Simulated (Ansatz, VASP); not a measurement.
**InP: VASP beside Ansatz**

INCAR

```
PREC = Accurate
ENCUT = 500
EDIFF = 1E-6
ISMEAR = -1
SIGMA = 0.05
LREAL = False
LASPH = True
NELM = 120
ALGO = Normal
ISIF = 2
LWAVE = False
LCHARG = True
LELF = True
LVHAR = True
NBANDS = 16
GGA_COMPAT = False
```

The input KPOINTS:

```
regular mesh
0
Gamma
  11 11 11
```

File POSCAR:

```
InP
1.0
    0.0000000000      2.7047223772      2.7047223772
    2.7047223772      0.0000000000      2.7047223772
    2.7047223772      2.7047223772      0.0000000000
In P
1 1
Direct
    0.0000000000      0.0000000000      0.0000000000
    0.2500000000      0.2500000000      0.2500000000
```

Input for Ansatz:

```yaml
crystal:
  lattice:
    - [0.0, 2.7047223772, 2.7047223772]
    - [2.7047223772, 0.0, 2.7047223772]
    - [2.7047223772, 2.7047223772, 0.0]
  atoms:
    - { symbol: In, position: [0.0, 0.0, 0.0] }
    - { symbol: P, position: [0.25, 0.25, 0.25] }
kpoints:
  mp_grid: { grid: [11, 11, 11] }
scf:
  occupations: { method: fermi_dirac, width: 0.05 }
hamiltonian:
  xc: lda
  pseudopotentials: { kind: all_electron, lapw: { basis_error: 0.001 } }
output:
  forces: true
  stress: true
  eigenvalues: true
  populations: true
```

Change from the starting cell: volume scaled by 0.8, LAPW.

Alike in both runs: task single point; functional LDA; k mesh 11 × 11 × 11; occupations fermi-dirac, width 0.05 eV; no spin polarisation.

```csv
,VASP,Ansatz
version,VASP 6.6.1,Ansatz 0.2.0
potentials or method,"VASP PAW LDA potentials, release 64 (In_d, P), cutoff 500 eV","all-electron LAPW, scalar-relativistic"
```

```tsv
	VASP	Ansatz	Ansatz less VASP
pressure (GPa)	26.3	26.3	-0.02
```

LDA's correlation is that of Perdew and Zunger in VASP and of Perdew and Wang (1992) in Ansatz. Ansatz ran all-electron here, and VASP with PAW potentials.
